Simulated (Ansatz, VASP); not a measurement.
C: VASP beside Ansatz

```
C
1.0
     0.00000    2.11665    3.35975
     1.18610    0.00000    3.35975
     1.18610    2.11665    0.00000
C
2
Direct
  0.16671 0.83329 0.16671
  0.83329 0.16671 0.83329
```

Change from the starting cell: strain -0.0300 x Voigt [1, 0, 0, 0, 0, 0], atoms carried along.

Alike in both runs: task single point; functional LDA; k mesh 16 × 16 × 16; occupations gaussian, width 0.03 eV; no spin polarisation.

|  | VASP | Ansatz |
| --- | --- | --- |
| version | VASP 6.6.1 | Ansatz 0.2.0 |
| potentials or method | VASP PAW LDA potentials, release 64 (C), cutoff 520 eV | scalar-relativistic, plane waves, PAW |
| valence electrons in the cell | 8 | 8 |

|  | VASP | Ansatz | Ansatz less VASP |
| --- | --- | --- | --- |
| gap on the k mesh at the Fermi level (eV) | 0.02 | 0.02 | +0.001 |
| least direct gap on the mesh (eV) | 0.02 | 0.03 | +0.004 |
| pressure (GPa) | 15.1 | 14.3 | -0.82 |
| traceless stress, the component that is largest in VASP (GPa) | 22.99 | 22.52 | -0.467 |
| rms of the force components (eV/Å) | 0.300 | 0.300 | +0.0001 |

LDA's correlation is that of Perdew and Zunger in VASP and of Perdew and Wang (1992) in Ansatz. Atom by atom the forces differ by 0.000 eV/Å (rms over components).
